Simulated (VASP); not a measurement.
KCl, 2 atoms in the cell. The structure is tetragonal, space group P4/mmm (No. 123). The conventional cell has a = 3.724 Å, b = 3.724 Å, c = 3.782 Å, α = 90.00°, β = 90.00°, γ = 90.00°. K (site symmetry 4/mmm) has 8 Cl at 3.24 Å and 6 K at 3.72 to 3.78 Å within 4.3 Å. Within 4.3 Å of Cl (site symmetry 4/mmm) lie 8 K at 3.24 Å and 6 Cl at 3.72 to 3.78 Å.  This cell differs from its parent crystal: strain -0.030 along x and y, -0.015 along z.

* Program: VASP 6.6.1
* Task: single point
* Functional: PBE
* Potentials or basis: VASP PAW PBE potentials, release 64 (K_sv, Cl)
* Cutoff: 520 eV
* k mesh: 6 × 6 × 6
* Occupations: gaussian, width 0.05 eV
* Spin: no spin polarisation
* Dipole correction: no
* Further INCAR settings: ALGO = Normal; EDIFF = 1e-06; NBANDS = 15

Potentials or basis: VASP PAW PBE potentials, release 64 (K_sv, Cl).

Run with:

```bash
$ cat potpaw_PBE.64/K_sv/POTCAR potpaw_PBE.64/Cl/POTCAR > POTCAR
$ mpirun -np 1 vasp_std > vasp.out
```

Hardware: 1 thread of AMD EPYC 9R45 96-Core Processor (Zen 5), on a shared host.

Task: How long does it take, and how much memory?

Result: Wall time 12 s on 1 thread of AMD EPYC 9R45 96-Core Processor (Zen 5) (shared host), peak memory 0.14 GiB. Counts: scf iterations 12, k points 40.
